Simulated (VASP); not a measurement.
# SrO (F-43m) in VASP: further runs, part 2 of 2

VASP 6.6.1.

## Step 3: Single point, HSE06

Input file POSCAR:

```
SrO
1.0
    0.0000000000      2.7922805169      2.7922805169
    2.7922805169      0.0000000000      2.7922805169
    2.7922805169      2.7922805169      0.0000000000
Sr O
1 1
Direct
    0.0000000000      0.0000000000      0.0000000000
    0.2500000000      0.2500000000      0.2500000000
```

Input file INCAR.step1:

```
PREC = Accurate ; ENCUT = 520
EDIFF = 1E-5 ; ISMEAR = 1
SIGMA = 0.5 ; LREAL = F
LASPH = T ; NELM = 60
ALGO = Normal ; ISIF = 2
LWAVE = T ; LCHARG = F
GGA = PE ; NBANDS = 15
```

Input file INCAR.step2:

```
PREC = Accurate ; ENCUT = 520
EDIFF = 1E-6 ; ISMEAR = 1
SIGMA = 0.5 ; LREAL = F
LASPH = T ; NELM = 60
ALGO = Normal ; ISIF = 2
LWAVE = F ; LCHARG = F
GGA = PE ; LHFCALC = T
HFSCREEN = 0.2079 ; PRECFOCK = Normal
ISTART = 1 ; NBANDS = 15
```

Input file KPOINTS:

```
Automatic mesh
0
Gamma
  4 4 4
```

Potentials or basis: VASP PAW PBE potentials, release 64 (Sr_sv, O).

The run is started by

```sh
> cat potpaw_PBE.64/Sr_sv/POTCAR potpaw_PBE.64/O/POTCAR > POTCAR
> cp INCAR.step1 INCAR
> mpirun -np 1 vasp_std > vasp.out
> cp INCAR.step2 INCAR
> mpirun -np 1 vasp_std > vasp.out
```

OUTCAR:

```text
PREC = Accurate
   ENCUT = 520
   EDIFF = 1E-6
   ISMEAR = 1
   LREAL = F
   LASPH = T
   NELM = 60
   ISIF = 2
   GGA = PE
   LHFCALC = T
   HFSCREEN = 0.2079
   PRECFOCK = Normal
   ISTART = 1

 ion  position               nearest neighbor table
   1  0.000  0.000  0.000-   2 2.42   2 2.42   2 2.42   2 2.42
   2  0.250  0.250  0.250-   1 2.42   1 2.42   1 2.42   1 2.42

  LATTYP: Found a face centered cubic cell.
 ALAT       =     5.5845610338

  Lattice vectors:

 A1 = (   0.0000000000,   2.7922805169,   2.7922805169)
 A2 = (   2.7922805169,   0.0000000000,   2.7922805169)
 A3 = (   2.7922805169,   2.7922805169,   0.0000000000)

Analysis of symmetry for initial positions (statically):
=====================================================================
 Subroutine PRICEL returns:
 Original cell was already a primitive cell.

 Routine SETGRP: Setting up the symmetry group for a
 face centered cubic supercell.

 Subroutine GETGRP returns: Found 24 space group operations
 (whereof 24 operations were pure point group operations)
 out of a pool of 48 trial point group operations.

The static configuration has the point symmetry T_d .

Analysis of symmetry for dynamics (positions and initial velocities):
=====================================================================
 Subroutine PRICEL returns:
 Original cell was already a primitive cell.

 Routine SETGRP: Setting up the symmetry group for a
 face centered cubic supercell.

 Subroutine GETGRP returns: Found 24 space group operations
 (whereof 24 operations were pure point group operations)
 out of a pool of 48 trial point group operations.

The dynamic configuration has the point symmetry T_d .

 Subroutine INISYM returns: Found 24 space group operations
 (whereof 24 operations are pure point group operations),
 and found     1 'primitive' translations

----------------------------------------------------------------------------------------

                                     Primitive cell

  volume of cell :      43.5419

  direct lattice vectors                    reciprocal lattice vectors
     0.000000000  2.792280517  2.792280517    -0.179065104  0.179065104  0.179065104
     2.792280517  0.000000000  2.792280517     0.179065104 -0.179065104  0.179065104
     2.792280517  2.792280517  0.000000000     0.179065104  0.179065104 -0.179065104

  length of vectors
     3.948880977  3.948880977  3.948880977     0.310149857  0.310149857  0.310149857

  position of ions in fractional coordinates (direct lattice)
     0.000000000  0.000000000  0.000000000
     0.250000000  0.250000000  0.250000000

  ion indices of the primitive-cell ions
   primitive index   ion index
                 1           1
                 2           2

----------------------------------------------------------------------------------------

 KPOINTS: Automatic mesh

[... 34 lines left out ...]
   total plane-waves  NPLWV =  27000
   dimension x,y,z NGX =    30 NGY =   30 NGZ =   30
   dimension x,y,z NGXF=    60 NGYF=   60 NGZF=   60
   ions per type =               1   1
   NGX,Y,Z   is equivalent  to a cutoff of  12.63, 12.63, 12.63 a.u.
   NGXF,Y,Z  is equivalent  to a cutoff of  25.26, 25.26, 25.26 a.u.
 SYSTEM =  unknown system
   PREC   = accura    normal or accurate (medium, high low for compatibility)
   ISTART =      1    job   : 0-new  1-cont  2-samecut
   ICHARG =      0    charge: 1-file 2-atom 10-const
   ISPIN  =      1    spin polarized calculation?
   LNONCOLLINEAR =      F non collinear calculations
   LSORBIT =      F    spin-orbit coupling
   LASPH  =      T    aspherical Exc in radial PAW
   ENCUT  =  520.0 eV  38.22 Ry    6.18 a.u.   7.34  7.34  7.34*2*pi/ulx,y,z
   NELM   =     60;   NELMIN=  2; NELMDL=  0     # of ELM steps
   EDIFF  = 0.1E-05   stopping-criterion for ELM
   LREAL  =      F    real-space projection
   EDIFFG = 0.1E-04   stopping-criterion for IOM
   NSW    =      0    number of steps for IOM
   IBRION =     -1    ionic relax: 0-MD 1-quasi-New 2-CG
   NFREE  =      0    steps in history (QN), initial steepest desc. (CG)
   ISIF   =      2    stress and relaxation
   ISYM   =      3    0-nonsym 1-usesym 2-fastsym
   POTIM  = 0.5000    time-step for ionic-motion
   TEBEG  =    0.0;   TEEND  =   0.0 temperature during run
   PSTRESS=    0.0 pullay stress
   NELECT =      16.0000    total number of electrons
   NUPDOWN=      -1.0000    fix difference up-down
   EMIN   =  10.00;   EMAX   =-10.00  energy-range for DOS
   EFERMI =   0.00;   METHOD = LEGACY
   ISMEAR =     1;   SIGMA  =   0.50  broadening in eV -4-tet -1-fermi 0-gaus
   EFERMI_NEDOS =   21; number of points for ismear=-14 and -15
   IALGO  =     38    algorithm
   IMIX   =      1    mixing-type and parameters
     AMIX     =   0.40;   BMIX     =  1.00
     AMIX_MAG =   1.60;   BMIX_MAG =  1.00
  volume/ion in A,a.u.               =      21.77       146.92
  Fermi-wavevector in a.u.,A,eV,Ry     =   1.172589  2.215872 18.707531  1.374965
  Thomas-Fermi vector in A             =   2.309015
   LORBIT       =      0    0 simple, 1 ext, 2 COOP (PROOUT), +10 PAW based schemes
   GGA     = PE    functional components
   LHFCALC =     T    Hartree Fock is set to
   PRECFOCK=normal    Normal, Fast or Accurate (Low or Medium for compatibility)
   ENCUT4O =  -1.0   cutoff for four orbital integrals eV
   NKREDX  =     1    reduce k-point grid by
   NKREDY  =     1    reduce k-point grid by
   NKREDZ  =     1    reduce k-point grid by
   AEXX    =    0.2500 exact exchange contribution
   HFSCREEN=    0.2079 screening length (either q_TF or 0.3 A-1)
   HFSCREENC=   0.2079 screening length for correlation (either q_TF or 0.3 A-1)
   ENCUTFOCK=  -1.0 apply spherical cutoff to Coloumb kernel
   IVDW    =     0    specifies the selected vdW correction
   LEPSILON=     F    determine dielectric tensor
   LRPA    =     F    only Hartree local field effects (RPA)
 non-spin polarized calculation
 Methfessel and Paxton  Order N= 1 SIGMA  =   0.50
  energy-cutoff  :      520.00
  volume of cell :       43.54
 maximum number of plane-waves:      1211
 NGX is ok and might be reduce to    30
  NGX = 24; NGY = 24; NGZ = 24

 number of electron      16.0000001 magnetization

 Free energy of the ion-electron system (eV)
  ---------------------------------------------------
  ext. energy  EPLUGINS =         0.00000000
  ---------------------------------------------------
  free energy    TOTEN  =       -13.80906049 eV

  energy without entropy =      -13.88535579  energy(sigma->0) =      -13.83449226

 E-fermi :  -0.5695     XC(G=0):  -7.1409

 val. band max:       -0.7261799893   @ k =  -0.2500   0.5000   0.2500
 cond. band min:       3.1213482799   @ k =   0.0000   0.0000   0.0000
 fundamental gap:      3.8475282692
 Fermi energy:        -0.5695408961

 k-point     1 :       0.0000    0.0000    0.0000
  band No.  band energies     occupation
      1     -34.8967      2.00000
      2     -16.9774      2.00000
      3     -15.5048      2.00000
      4     -15.5048      2.00000
      5     -15.5048      2.00000
      6      -1.6400      2.00988
      7      -1.6400      2.00988
      8      -1.6400      2.00988
      9       3.1213     -0.00000
     10       9.0475     -0.00000
     11       9.0476     -0.00000
     12      10.4156      0.00000
     13      10.4156      0.00000
     14      10.4156      0.00000
[... 113 lines left out ...]
      2     -18.2515      2.00000
      3     -15.8911      2.00000
      4     -15.7661      2.00000
      5     -14.1961      2.00000
      6      -1.4699      2.02881
      7      -1.4494      2.03205
      8      -0.7262      1.50249
      9       5.2650     -0.00000
     10       6.4695     -0.00000
     11       9.5921      0.00000
     12      10.6342      0.00000
     13      12.0420      0.00000
     14      12.7541      0.00000
     15      13.4158      0.00000

------------------------ aborting loop because EDIFF is reached ----------------------------------------

  FORCE on cell =-STRESS in cart. coord.  units (eV):
  Direction    XX          YY          ZZ          XY          YZ          ZX
  --------------------------------------------------------------------------------------
  -------------------------------------------------------------------------------------
  Total       -0.0697834     -0.0697834     -0.0697834      0.0000000      0.0000000     -0.0000000
  in kB       -2.5677657     -2.5677657     -2.5677657      0.0000000      0.0000000     -0.0000000
  external PRESSURE =      -2.5677657 kB  Pullay stress =       0.0000000 kB

 VOLUME and BASIS-vectors are now :
 -----------------------------------------------------------------------------
  energy-cutoff  :      520.00
  volume of cell :       43.54
      direct lattice vectors                 reciprocal lattice vectors
     0.000000000  2.792280517  2.792280517    -0.179065104  0.179065104  0.179065104
     2.792280517  0.000000000  2.792280517     0.179065104 -0.179065104  0.179065104
     2.792280517  2.792280517  0.000000000     0.179065104  0.179065104 -0.179065104

 POSITION                                       TOTAL-FORCE (eV/Angst)
 -----------------------------------------------------------------------------------
      0.00000      0.00000      0.00000        -0.000000     -0.000000     -0.000000
      1.39614      1.39614      1.39614         0.000000      0.000000      0.000000
 -----------------------------------------------------------------------------------
    total drift:                                0.000020      0.000008     -0.000018

  FREE ENERGIE OF THE ION-ELECTRON SYSTEM (eV)
  ---------------------------------------------------
  free  energy   TOTEN  =       -13.8090604884 eV

  energy  without entropy=      -13.8853557935  energy(sigma->0) =      -13.83449226
```

OUTCAR.step1:

```text
PREC = Accurate
   ENCUT = 520
   EDIFF = 1E-5
   ISMEAR = 1
   LREAL = F
   LASPH = T
[... 346 lines left out ...]
 -----------------------------------------------------------------------------------
      0.00000      0.00000      0.00000         0.000000      0.000000      0.000000
      1.39614      1.39614      1.39614        -0.000000     -0.000000     -0.000000
 -----------------------------------------------------------------------------------
    total drift:                               -0.000000     -0.000000     -0.000000

  FREE ENERGIE OF THE ION-ELECTRON SYSTEM (eV)
  ---------------------------------------------------
  free  energy   TOTEN  =       -11.7291891878 eV

  energy  without entropy=      -11.8086363475  energy(sigma->0) =      -11.75567157
```

OSZICAR.step1:

```text
N       E                     dE             d eps       ncg     rms          rms(c)
DAV:   1     0.776980742763E+02    0.77698E+02   -0.82869E+03   240   0.102E+03
DAV:   2    -0.109777928361E+02   -0.88676E+02   -0.80897E+02   339   0.213E+02
DAV:   3    -0.147463271389E+02   -0.37685E+01   -0.37438E+01   283   0.424E+01
DAV:   4    -0.148415412955E+02   -0.95214E-01   -0.95207E-01   344   0.626E+00
DAV:   5    -0.148423905425E+02   -0.84925E-03   -0.84926E-03   297   0.484E-01    0.176E+01
DAV:   6    -0.119337930642E+02    0.29086E+01   -0.10190E+01   240   0.224E+01    0.188E+01
DAV:   7    -0.117467311162E+02    0.18706E+00   -0.58904E-01   240   0.615E+00    0.949E+00
DAV:   8    -0.117178618085E+02    0.28869E-01   -0.15587E-01   268   0.359E+00    0.152E+00
DAV:   9    -0.117257407699E+02   -0.78790E-02   -0.68846E-03   330   0.629E-01    0.333E-01
DAV:  10    -0.117290053470E+02   -0.32646E-02   -0.27242E-03   240   0.340E-01    0.592E-02
DAV:  11    -0.117291269799E+02   -0.12163E-03   -0.13965E-04   303   0.752E-02    0.636E-02
DAV:  12    -0.117291899459E+02   -0.62966E-04   -0.76199E-05   247   0.585E-02    0.893E-03
DAV:  13    -0.117291891878E+02    0.75803E-06   -0.13149E-06   232   0.120E-02
   1 F= -.11729189E+02 E0= -.11755672E+02  d E =0.794472E-01
```

Run time: 3.8 min. Hardware: 1 thread of Intel Xeon Platinum 8488C (Sapphire Rapids), shared host; peak memory 0.27 GiB.

What came out:

```
Free energy            : -13.8091 eV
Pressure               : -0.3 GPa
Band gap on the k mesh : 3.85 eV, indirect (least direct gap 4.76 eV)
```

Caveat: the k points lie up to 0.49 Å⁻¹ apart; the PAW data sets were made with another functional, which shifts forces and pressure a little. A k mesh can miss the band edges.
